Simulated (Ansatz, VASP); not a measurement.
## ZnCu: VASP beside Ansatz

Contents of INCAR:

```
PREC = Accurate ; ENCUT = 520
EDIFF = 1E-7 ; ISMEAR = 0
SIGMA = 0.15 ; LREAL = False
LASPH = True ; NELM = 80
ALGO = Fast ; ISIF = 2
LWAVE = False ; LCHARG = True
GGA = PE ; LELF = True
LVHAR = True ; NBANDS = 18
```

The input KPOINTS:

```
Automatic mesh
0
Gamma
  16 16 16
```

File POSCAR:

```
ZnCu
1.0
    2.9450000000      0.0000000000      0.0000000000
    0.0000000000      3.1217000000      0.0000000000
    0.0000000000      0.0000000000      2.9450000000
Zn Cu
1 1
Direct
    0.5000000000      0.5000000000      0.5000000000
    0.0000000000      0.0000000000      0.0000000000
```

Input for Ansatz:

```yaml
crystal:
  lattice:
    - [2.945, 0.0, 0.0]
    - [0.0, 3.1217, 0.0]
    - [0.0, 0.0, 2.945]
  atoms:
    - { symbol: Zn, position: [0.5, 0.5, 0.5] }
    - { symbol: Cu, position: [0.0, 0.0, 0.0] }
basis:
  ecutwfc: 420
kpoints:
  mp_grid: { grid: [16, 16, 16] }
hamiltonian:
  xc: pbe
scf:
  occupations: { method: gaussian, width: 0.15 }
output:
  forces: true
  stress: true
  eigenvalues: true
```

Change from the starting cell: strain +0.0600 x Voigt [0, 1, 0, 0, 0, 0], atoms carried along.

Alike in both runs: task single point; functional PBE; k mesh 16 × 16 × 16; occupations gaussian, width 0.15 eV; no spin polarisation.

|  | VASP | Ansatz |
| --- | --- | --- |
| version | VASP 6.6.1 | Ansatz 0.2.0 |
| potentials or method | VASP PAW PBE potentials, release 64 (Zn, Cu), cutoff 520 eV | scalar-relativistic, plane waves, PAW |
| valence electrons in the cell | 23 | 31 |

VASP gave:

* gap on the k mesh at the Fermi level (eV): none
* pressure (GPa): -3.5
* traceless stress, the component that is largest in VASP (GPa): -0.22

Task: Which values does Ansatz return?

Result: gap on the k mesh at the Fermi level (eV): none; pressure (GPa): -4.0; traceless stress, the component that is largest in VASP (GPa): -0.21.

A gap of «none» marks a metal or a gap that the smearing closes. VASP's potentials hold 23 valence electrons a cell and Ansatz's 31, so a difference there can come from the potentials and not from the codes.
